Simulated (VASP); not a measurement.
A run of VASP 6.6.1 is set up as follows.

The input POSCAR:

```
ZnO
1.0
    2.6461709623      0.0000000000      0.0000000000
    0.0000000000      2.6461709623      0.0000000000
    0.0000000000      0.0000000000      2.6461709623
Zn O
1 1
Direct
    0.0000000000      0.0000000000      0.0000000000
    0.5000000000      0.5000000000      0.5000000000
```

INCAR.step1

```
SYSTEM = ZnO
PREC     = Accurate       ! precision mode
ENCUT    = 1480           ! plane-wave cutoff, eV
ISMEAR   = -1             ! smearing method
SIGMA    = 0.02           ! smearing width, eV
LREAL    = .False.        ! projectors in reciprocal space
LASPH    = .True.         ! aspherical terms in the spheres
NELM     = 120            ! most SCF steps
NBANDS   = 16             ! bands
GGA      = PE             ! functional
ALGO     = Normal         ! electronic algorithm
EDIFF    = 1E-5           ! SCF threshold, eV
LWAVE    = .True.         ! write WAVECAR
LCHARG   = .False.        ! write CHGCAR
GGA_COMPAT= .False.
```

The input INCAR.step2:

```
SYSTEM = ZnO
PREC     = Accurate       ! precision mode
ENCUT    = 1480           ! plane-wave cutoff, eV
EDIFF    = 1E-6           ! SCF threshold, eV
ISMEAR   = -1             ! smearing method
SIGMA    = 0.02           ! smearing width, eV
LREAL    = .False.        ! projectors in reciprocal space
LASPH    = .True.         ! aspherical terms in the spheres
NELM     = 120            ! most SCF steps
ALGO     = Normal         ! electronic algorithm
ISIF     = 2              ! what is computed and relaxed
LWAVE    = .False.        ! write WAVECAR
LCHARG   = .True.         ! write CHGCAR
METAGGA  = R2SCAN         ! meta-GGA
LMIXTAU  = .True.       
LELF     = .True.         ! ELF
LVHAR    = .True.       
NBANDS   = 16             ! bands
ISTART   = 1            
GGA_COMPAT= .False.
```

Contents of KPOINTS:

```
Automatic mesh
0
Gamma
  6 6 6
  0 0 0
```

Potentials or basis: VASP PAW PBE potentials, release 64 (Zn, O_h).

Command:

```console
$ cat potpaw_PBE.64/Zn/POTCAR potpaw_PBE.64/O_h/POTCAR > POTCAR
$ cp INCAR.step1 INCAR
$ mpirun -np 1 vasp_std > vasp.out
$ cp INCAR.step2 INCAR
$ mpirun -np 1 vasp_std > vasp.out
```

(1) What does it give for the pressure?

(2) Estimate the band gap on the k mesh.

Results:

(1) 1.7 GPa.

(2) zero (bands 9 and 10 overlap by 0.04 eV).

Caveat: the k points lie up to 0.40 Å⁻¹ apart; the structure was generated, so it needn't be the stable form of ZnO; semilocal functionals underestimate gaps, and a narrow one can read as zero; the PAW data sets were made with another functional, which shifts forces and pressure a little.
